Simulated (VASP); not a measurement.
# Ir (P6_3/mmc) in VASP: a series of runs

Aim: see how the results for Ir move with the level of theory and the settings. Levels: PBE, PBE+D4, PBEsol+D3(BJ), B3LYP, LDA. Tasks: single point, relaxation of cell and atoms.

Program: VASP 6.6.1. These are calculated values, not measurements. Logs are shortened: lines on timing, memory, paths and dates and some standing lists are left out, and cuts for length are marked.

### 1 The cell of the first run

Symmetry: P6_3/mmc, No. 194, hexagonal system. Conventional cell: a = 2.751 Å, b = 2.751 Å, c = 4.462 Å, α = 90.00°, β = 90.00°, γ = 120.00°. Within 3.6 Å of Ir (site symmetry -6m2) lie 12 Ir at 2.74 to 2.75 Å.

This isn't the form of Ir at room conditions, which is fcc.

### 2 Single point, PBE

INCAR

```
SYSTEM = Ir
  PREC = Accurate
  ENCUT = 520
  EDIFF = 1E-6
  ISMEAR = 0
  SIGMA = 0.026000000000000002
  LREAL = .FALSE.
  LASPH = .TRUE.
  NELM = 100
  ALGO = Normal
  ISIF = 2
  LWAVE = .FALSE.
  LCHARG = .FALSE.
  GGA = PE
  NBANDS = 16
```

KPOINTS

```
Automatic mesh
0
G
  11 11 6
  0 0 0
```

POSCAR

```
Ir
1.0
    2.7513778946      0.0000000000      0.0000000000
   -1.3756889473      2.3827631521      0.0000000000
    0.0000000000      0.0000000000      4.4622900000
Ir
2
Direct
    0.3333333333      0.6666666667      0.2500000000
    0.6666666667      0.3333333333      0.7500000000
```

Potentials or basis: VASP PAW PBE potentials, release 64 (Ir).

Command:

```
$ cat potpaw_PBE.64/Ir/POTCAR > POTCAR
$ mpirun -np 1 vasp_std > vasp.out
```

OUTCAR:

```text
SYSTEM = Ir
   PREC = Accurate
   ENCUT = 520
   EDIFF = 1E-6
   ISMEAR = 0
   LREAL = .FALSE.
   LASPH = .TRUE.
   NELM = 100
   ISIF = 2
   GGA = PE

 ion  position               nearest neighbor table
   1  0.333  0.667  0.250-   2 2.74   2 2.74   2 2.74   2 2.74   2 2.74   2 2.74
   2  0.667  0.333  0.750-   1 2.74   1 2.74   1 2.74   1 2.74   1 2.74   1 2.74

  LATTYP: Found a hexagonal cell.
 ALAT       =     2.7513778946
 C/A-ratio  =     1.6218382828

  Lattice vectors:

 A1 = (   2.7513778946,   0.0000000000,   0.0000000000)
 A2 = (  -1.3756889473,   2.3827631521,   0.0000000000)
 A3 = (   0.0000000000,   0.0000000000,   4.4622900000)

Analysis of symmetry for initial positions (statically):
=====================================================================
 Subroutine PRICEL returns:
 Original cell was already a primitive cell.

 Routine SETGRP: Setting up the symmetry group for a
 hexagonal supercell.

 Subroutine GETGRP returns: Found 24 space group operations
 (whereof 12 operations were pure point group operations)
 out of a pool of 24 trial point group operations.

The static configuration has the point symmetry D_3d.
 The point group associated with its full space group is D_6h.

Analysis of symmetry for dynamics (positions and initial velocities):
=====================================================================
 Subroutine PRICEL returns:
 Original cell was already a primitive cell.

 Routine SETGRP: Setting up the symmetry group for a
 hexagonal supercell.

 Subroutine GETGRP returns: Found 24 space group operations
 (whereof 12 operations were pure point group operations)
 out of a pool of 24 trial point group operations.

The dynamic configuration has the point symmetry D_3d.
 The point group associated with its full space group is D_6h.

 Subroutine INISYM returns: Found 24 space group operations
 (whereof 12 operations are pure point group operations),
 and found     1 'primitive' translations

----------------------------------------------------------------------------------------

                                     Primitive cell

  volume of cell :      29.2542

  direct lattice vectors                    reciprocal lattice vectors
     2.751377895  0.000000000  0.000000000     0.363454254  0.209840411  0.000000000
    -1.375688947  2.382763152  0.000000000     0.000000000  0.419680823  0.000000000
     0.000000000  0.000000000  4.462290000     0.000000000  0.000000000  0.224100182

  length of vectors
     2.751377895  2.751377895  4.462290000     0.419680823  0.419680823  0.224100182

  position of ions in fractional coordinates (direct lattice)
     0.333333333  0.666666667  0.250000000
     0.666666667  0.333333333  0.750000000

  ion indices of the primitive-cell ions
   primitive index   ion index
                 1           1
                 2           2

----------------------------------------------------------------------------------------

 KPOINTS: Automatic mesh

Automatic generation of k-mesh.
 Grid dimensions read from file:
 generate k-points for:   11   11    6

 Generating k-lattice:

  Cartesian coordinates                     Fractional coordinates (reciprocal lattice)
     0.033041296  0.019076401  0.000000000     0.090909091 -0.000000000  0.000000000
     0.000000000  0.038152802  0.000000000     0.000000000  0.090909091  0.000000000
     0.000000000  0.000000000  0.037350030     0.000000000  0.000000000  0.166666667

  Length of vectors
     0.038152802  0.038152802  0.037350030

  Shift w.r.t. Gamma in fractional coordinates (k-lattice)
     0.000000000  0.000000000  0.000000000

 Subroutine IBZKPT returns following result:
 ===========================================

 Found     64 irreducible k-points:

 Following reciprocal coordinates:
            Coordinates               Weight
  0.000000  0.000000  0.000000      1.000000
  0.090909 -0.000000  0.000000      6.000000
  0.181818 -0.000000  0.000000      6.000000
  0.272727 -0.000000  0.000000      6.000000
  0.363636 -0.000000  0.000000      6.000000
  0.454545 -0.000000  0.000000      6.000000
[... 16 lines left out ...]
  0.090909  0.090909  0.166667     12.000000
  0.181818  0.090909  0.166667     24.000000
 [... further k-points ...]
   k-points           NKPTS =     64   k-points in BZ     NKDIM =     64   number of bands    NBANDS=     16
   number of dos      NEDOS =    301   number of ions     NIONS =      2
   total plane-waves  NPLWV =  14400
   dimension x,y,z NGX =    20 NGY =   20 NGZ =   36
   dimension x,y,z NGXF=    40 NGYF=   40 NGZF=   72
   ions per type =               2
   NGX,Y,Z   is equivalent  to a cutoff of  12.08, 12.08, 13.41 a.u.
   NGXF,Y,Z  is equivalent  to a cutoff of  24.17, 24.17, 26.82 a.u.
 SYSTEM =  Ir
   PREC   = accura    normal or accurate (medium, high low for compatibility)
   ISTART =      0    job   : 0-new  1-cont  2-samecut
   ICHARG =      2    charge: 1-file 2-atom 10-const
   ISPIN  =      1    spin polarized calculation?
   LNONCOLLINEAR =      F non collinear calculations
   LSORBIT =      F    spin-orbit coupling
   LASPH  =      T    aspherical Exc in radial PAW
   ENCUT  =  520.0 eV  38.22 Ry    6.18 a.u.   5.12  5.12  8.30*2*pi/ulx,y,z
   NELM   =    100;   NELMIN=  2; NELMDL= -5     # of ELM steps
   EDIFF  = 0.1E-05   stopping-criterion for ELM
   LREAL  =      F    real-space projection
   EDIFFG = 0.1E-04   stopping-criterion for IOM
   NSW    =      0    number of steps for IOM
   IBRION =     -1    ionic relax: 0-MD 1-quasi-New 2-CG
   NFREE  =      0    steps in history (QN), initial steepest desc. (CG)
   ISIF   =      2    stress and relaxation
   ISYM   =      2    0-nonsym 1-usesym 2-fastsym
   POTIM  = 0.5000    time-step for ionic-motion
   TEBEG  =    0.0;   TEEND  =   0.0 temperature during run
   PSTRESS=    0.0 pullay stress
   NELECT =      18.0000    total number of electrons
   NUPDOWN=      -1.0000    fix difference up-down
   EMIN   =  10.00;   EMAX   =-10.00  energy-range for DOS
   EFERMI =   0.00;   METHOD = LEGACY
   ISMEAR =     0;   SIGMA  =   0.03  broadening in eV -4-tet -1-fermi 0-gaus
   EFERMI_NEDOS =   21; number of points for ismear=-14 and -15
   IALGO  =     38    algorithm
   IMIX   =      4    mixing-type and parameters
     AMIX     =   0.40;   BMIX     =  1.00
     AMIX_MAG =   1.60;   BMIX_MAG =  1.00
  volume/ion in A,a.u.               =      14.63        98.71
  Fermi-wavevector in a.u.,A,eV,Ry     =   1.392417  2.631287 26.379323  1.938826
  Thomas-Fermi vector in A             =   2.516162
   LORBIT       =      0    0 simple, 1 ext, 2 COOP (PROOUT), +10 PAW based schemes
   GGA     = PE    functional components
   LHFCALC =     F    Hartree Fock is set to
   AEXX    =    0.0000 exact exchange contribution
   IVDW    =     0    specifies the selected vdW correction
   LEPSILON=     F    determine dielectric tensor
   LRPA    =     F    only Hartree local field effects (RPA)
 non-spin polarized calculation
 Gauss-broadening in eV      SIGMA  =   0.03
  energy-cutoff  :      520.00
  volume of cell :       29.25
 maximum number of plane-waves:       796
   NGX = 11   NGY = 11   NGZ = 17

 number of electron      18.0000000 magnetization

 Free energy of the ion-electron system (eV)
  ---------------------------------------------------
  ext. energy  EPLUGINS =         0.00000000
  ---------------------------------------------------
  free energy    TOTEN  =       -17.52198133 eV

  energy without entropy =      -17.52022052  energy(sigma->0) =      -17.52110093

 E-fermi :   9.9330     XC(G=0): -13.7908

 val. band max:        9.9195391466   @ k =   0.3636   0.1818   0.1667
 cond. band min:       9.9380058848   @ k =   0.2727   0.0909   0.3333
 fundamental gap:      0.0184667382
 Fermi energy:         9.9330061755

 k-point     1 :       0.0000    0.0000    0.0000
  band No.  band energies     occupation
      1      -0.9271      2.00000
      2       2.1084      2.00000
      3       6.1872      2.00000
      4       6.2906      2.00000
      5       6.2906      2.00000
      6       6.9146      2.00000
[... 8 lines left out ...]
     15      26.3743      0.00000
     16      27.3754      0.00000

 k-point     2 :       0.0909   -0.0000    0.0000
  band No.  band energies     occupation
      1      -0.6165      2.00000
      2       2.3816      2.00000
      3       5.7742      2.00000
      4       6.5499      2.00000
      5       6.6234      2.00000
      6       6.7799      2.00000
[... 8 lines left out ...]
     15      26.7707      0.00000
     16      27.7925      0.00000

 k-point     3 :       0.1818   -0.0000    0.0000
  band No.  band energies     occupation
      1       0.2470      2.00000
      2       3.0271      2.00000
      3       5.2903      2.00000
      4       5.9396      2.00000
      5       6.3320      2.00000
      6       7.0609      2.00000
[... 8 lines left out ...]
     15      27.0630      0.00000
     16      27.4891      0.00000

 k-point     4 :       0.2727   -0.0000    0.0000
  band No.  band energies     occupation
      1       1.4123      2.00000
      2       3.3280      2.00000
      3       4.7168      2.00000
      4       5.3204      2.00000
      5       6.1747      2.00000
      6       6.5990      2.00000
[... 8 lines left out ...]
     15      25.0840      0.00000
     16      25.5340      0.00000
[... 324 lines left out ...]
 k-point    22 :       0.4545   -0.0000    0.1667
  band No.  band energies     occupation
      1       2.3790      2.00000
      2       2.8449      2.00000
      3       4.0288      2.00000
      4       5.0488      2.00000
      5       6.2582      2.00000
      6       7.0502      2.00000
[... 8 lines left out ...]
     15      22.2218      0.00000
     16      22.6891      0.00000

 k-point    23 :       0.0909    0.0909    0.1667
  band No.  band energies     occupation
      1       0.2497      2.00000
      2       2.9119      2.00000
      3       5.4067      2.00000
      4       5.7366      2.00000
      5       6.2807      2.00000
      6       6.7386      2.00000
[... 8 lines left out ...]
     15      26.8456      0.00000
     16      27.2533      0.00000

 k-point    24 :       0.1818    0.0909    0.1667
  band No.  band energies     occupation
      1       1.2412      2.00000
      2       3.5964      2.00000
      3       4.8250      2.00000
      4       5.0529      2.00000
      5       6.0078      2.00000
      6       6.6037      2.00000
[... 8 lines left out ...]
     15      25.0477      0.00000
     16      26.4445      0.00000

 [... further k-points ...]

------------------------ aborting loop because EDIFF is reached ----------------------------------------

  FORCE on cell =-STRESS in cart. coord.  units (eV):
  Direction    XX          YY          ZZ          XY          YZ          ZX
  --------------------------------------------------------------------------------------
  -------------------------------------------------------------------------------------
  Total       -0.2142342     -0.2142342     -0.0946021     -0.0000000      0.0000000      0.0000000
  in kB      -11.7330397    -11.7330397     -5.1811065     -0.0000000      0.0000000      0.0000000
  external PRESSURE =      -9.5490620 kB  Pullay stress =       0.0000000 kB

 VOLUME and BASIS-vectors are now :
 -----------------------------------------------------------------------------
  energy-cutoff  :      520.00
  volume of cell :       29.25
      direct lattice vectors                 reciprocal lattice vectors
     2.751377895  0.000000000  0.000000000     0.363454254  0.209840411  0.000000000
    -1.375688947  2.382763152  0.000000000     0.000000000  0.419680823  0.000000000
     0.000000000  0.000000000  4.462290000     0.000000000  0.000000000  0.224100182

 POSITION                                       TOTAL-FORCE (eV/Angst)
 -----------------------------------------------------------------------------------
     -0.00000      1.58851      1.11557         0.000000      0.000000      0.000000
      1.37569      0.79425      3.34672        -0.000000     -0.000000      0.000000
 -----------------------------------------------------------------------------------
    total drift:                                0.000000     -0.000000     -0.000000

  FREE ENERGIE OF THE ION-ELECTRON SYSTEM (eV)
  ---------------------------------------------------
  free  energy   TOTEN  =       -17.5219813283 eV

  energy  without entropy=      -17.5202205228  energy(sigma->0) =      -17.52110093
```

Wall time 33 s (1 thread of AMD EPYC 7R13, shared host); peak memory 0.13 GiB.

Results:

| Item | Value |
| --- | --- |
| Free energy | -17.5220 eV |
| Pressure | -1.0 GPa |
| Band gap on the k mesh | zero (bands 9 and 10 overlap by 3.07 eV) |

Stress tensor (GPa, compression positive):
```
-1.17  0.00  0.00
 0.00 -1.17  0.00
 0.00  0.00 -0.52
```

Levels at points of the mesh, in eV from the Fermi level:
```
           k point  band 7  band 8  band 9  band 10  band 11  band 12
(0.00, 0.00, 0.00)   -3.02   -2.26   -2.26    -0.72     0.27     0.27
(0.00, 0.00, 0.50)   -3.76   -3.76   -0.45    -0.45    -0.45    -0.45
```

Caveat: spin-orbit coupling is left out, which moves the levels of the heavy elements.

### 3 Relaxation of cell and atoms, PBE+D4

INCAR

```
ALGO = Fast ; EDIFF = 1E-6
EDIFFG = -0.01 ; ENCUT = 600
GGA = PE ; IBRION = 2
ISIF = 3 ; ISMEAR = -1
IVDW = 13 ; LASPH = T
LCHARG = F ; LREAL = F
LWAVE = F ; NELM = 60
NSW = 60 ; PREC = Accurate
SIGMA = 0.05
```

KPOINTS

```
k-points
0
Gamma
  11 11 6
```

POSCAR is that of step 2.

Potentials or basis: VASP PAW PBE potentials, release 64 (Ir).

Command:

```
$ cat potpaw_PBE.64/Ir/POTCAR > POTCAR
$ mpirun -np 1 vasp_std > vasp.out
```

It took 2.6 min on 1 thread of AMD EPYC 7R13, shared host; peak memory 0.15 GiB.

Results (log left out):

```
Free energy                           : -19.3539 eV
Relaxed volume                        : 14.23 Å³/atom
Relaxed cell                          : a = 2.726 Å, b = 2.726 Å, c = 4.420 Å, α = 90.00°, β = 90.00°, γ = 120.00°
Space group after relaxing (to 0.1 Å) : P6_3/mmc (No. 194)
Energy gained by relaxing             : 12.5 meV/atom
Ionic steps                           : 4
Pressure after relaxing               : 0.1 GPa
Band gap on the k mesh                : zero (bands 9 and 10 overlap by 3.22 eV)
Dispersion energy per atom            : -0.919 eV
```

The path:
```tsv
step	energy change (eV)	largest force (eV/Å)	pressure (GPa)	volume (Å³)
1	0.0000	0.0000	-9.82	29.25
2	0.3860	0.0000	51.72	25.62
3	-0.0250	0.0000	-0.50	28.49
4	-0.0250	0.0000	0.07	28.46
```

Final structure:
```yaml
crystal:
  lattice:
    - [2.72641, 0.00000, 0.00000]
    - [-1.36321, 2.36114, 0.00000]
    - [0.00000, 0.00000, 4.42023]
  atoms:
    - { symbol: Ir, position: [0.33333, 0.66667, 0.25000] }
    - { symbol: Ir, position: [0.66667, 0.33333, 0.75000] }
```

Levels at points of the mesh, in eV from the Fermi level:
```
           k point  band 5  band 6  band 7  band 8  band 9  band 10  band 11  band 12  band 13
(0.00, 0.00, 0.00)   -3.81   -3.15   -3.15   -2.36   -2.36    -0.79     0.28     0.28     7.06
(0.00, 0.00, 0.50)   -3.93   -3.93   -3.93   -3.93   -0.46    -0.46    -0.46    -0.46    13.64
```

Caveat: spin-orbit coupling is left out, which moves the levels of the heavy elements.

### 4 Relaxation of cell and atoms, PBEsol+D3(BJ)

INCAR

```
ALGO = Normal
EDIFF = 1E-6
EDIFFG = -0.01
ENCUT = 600
GGA = PS
IBRION = 2
ISIF = 3
ISMEAR = -1
IVDW = 12
LASPH = T
LCHARG = F
LREAL = F
LWAVE = F
NELM = 60
NSW = 60
PREC = Accurate
SIGMA = 0.05
```

KPOINTS is that of step 3.

POSCAR is that of step 3.

Command:

```
$ cat potpaw_PBE.64/Ir/POTCAR > POTCAR
$ mpirun -np 1 vasp_std > vasp.out
```

It took 2.5 min on 1 thread of AMD EPYC 7R13, shared host; peak memory 0.16 GiB.

The run converged. Its results:

```yaml
Free_energy: -20.9127 eV
Relaxed_volume: 13.87 Å³/atom
Relaxed_cell: a = 2.703 Å, b = 2.703 Å, c = 4.383 Å, α = 90.00°, β = 90.00°, γ = 120.00°
Space_group_after_relaxing_to_0.1_Å: P6_3/mmc (No. 194)
Pressure_after_relaxing: 0.0 GPa
Band_gap_on_the_k_mesh: zero (bands 9 and 10 overlap by 3.39 eV)
Dispersion_energy_per_atom: -0.729 eV
```

Stress tensor (GPa, compression positive):
```
-0.06  0.00  0.00
 0.00 -0.06  0.00
 0.00  0.00  0.10
```

Final structure:
```
Ir
1.0
     2.70298    0.00000    0.00000
    -1.35149    2.34085    0.00000
     0.00000    0.00000    4.38276
Ir
2
Direct
  0.33333 0.66667 0.25000
  0.66667 0.33333 0.75000
```

Levels at points of the mesh, in eV from the Fermi level:
| k point | band 7 | band 8 | band 9 | band 10 | band 11 | band 12 |
| --- | --- | --- | --- | --- | --- | --- |
| (0.00, 0.00, 0.00) | -3.29 | -2.46 | -2.46 | -0.93 | 0.30 | 0.30 |
| (0.00, 0.00, 0.50) | -4.10 | -4.10 | -0.47 | -0.47 | -0.47 | -0.47 |

Caveat: the PAW data sets were made with another functional, which shifts forces and pressure a little; spin-orbit coupling is left out, which moves the levels of the heavy elements.

### 5 Single point, B3LYP

This run uses another cell than the first one, of 14.72 Å³/atom.

POSCAR

```
Ir
1.0
    2.7850757927      0.0000000000      0.0000000000
   -1.3925378964      2.4119463880      0.0000000000
    0.0000000000      0.0000000000      4.3815660710
Ir
2
Direct
    0.3333333333      0.6666666667      0.2500000000
    0.6666666667      0.3333333333      0.7500000000
```

INCAR.step1

```
ALGO     = Normal         # electronic algorithm
EDIFF    = 1E-5           # SCF threshold, eV
ENCUT    = 520            # plane-wave cutoff, eV
GGA      = PE             # functional
ISIF     = 2              # what is computed and relaxed
ISMEAR   = -1             # smearing method
LASPH    = T              # aspherical terms in the spheres
LCHARG   = F              # write CHGCAR
LREAL    = F              # projectors in reciprocal space
LWAVE    = T              # write WAVECAR
NBANDS   = 16             # bands
NELM     = 100            # most SCF steps
PREC     = Accurate       # precision mode
SIGMA    = 0.05           # smearing width, eV
```

INCAR.step2

```
AEXX     = 0.2            # exact-exchange fraction
AGGAC    = 0.81         
AGGAX    = 0.72         
ALDAC    = 0.19         
ALGO     = Normal         # electronic algorithm
EDIFF    = 1E-6           # SCF threshold, eV
ENCUT    = 520            # plane-wave cutoff, eV
GGA      = B3             # functional
ISIF     = 2              # what is computed and relaxed
ISMEAR   = -1             # smearing method
ISTART   = 1            
LASPH    = T              # aspherical terms in the spheres
LCHARG   = F              # write CHGCAR
LHFCALC  = T              # exact exchange
LREAL    = F              # projectors in reciprocal space
LWAVE    = F              # write WAVECAR
NBANDS   = 16             # bands
NELM     = 100            # most SCF steps
PREC     = Accurate       # precision mode
PRECFOCK = Normal       
SIGMA    = 0.05           # smearing width, eV
```

KPOINTS

```
k-points
0
Gamma
  6 6 3
```

Command:

```
$ cat potpaw_PBE.64/Ir/POTCAR > POTCAR
$ cp INCAR.step1 INCAR
$ mpirun -np 1 vasp_std > vasp.out
$ cp INCAR.step2 INCAR
$ mpirun -np 1 vasp_std > vasp.out
```

Run time: 15 min. Hardware: 1 thread of AMD EPYC 7R13 (Zen 3), shared host; peak memory 0.15 GiB.

It converged, with:

```
Free energy            : -18.4439 eV
Pressure               : 3.6 GPa
Band gap on the k mesh : zero (bands 9 and 10 overlap by 4.11 eV)
```

Stress tensor (GPa, compression positive):
```
3.38 0.00 0.00
0.00 3.38 0.00
0.00 0.00 3.94
```

Levels at points of the mesh, in eV from the Fermi level:
| k point | band 6 | band 7 | band 8 | band 9 | band 10 | band 11 | band 12 | band 13 | band 14 | band 15 |
| --- | --- | --- | --- | --- | --- | --- | --- | --- | --- | --- |
| (0.00, 0.00, 0.00) | -3.76 | -3.76 | -3.28 | -3.28 | -0.46 | 0.70 | 0.70 | 8.36 | 15.75 | 18.47 |
| (0.50, 0.00, 0.00) | -3.79 | -3.36 | 0.77 | 1.26 | 1.47 | 3.42 | 4.98 | 9.43 | 11.66 | 12.27 |

Caveat: the k points lie up to 0.48 Å⁻¹ apart, too coarse for converged energies and pressures of a metal; the PAW data sets were made with another functional, which shifts forces and pressure a little; spin-orbit coupling is left out, which moves the levels of the heavy elements.

(Part 1 of 2 ends here.)
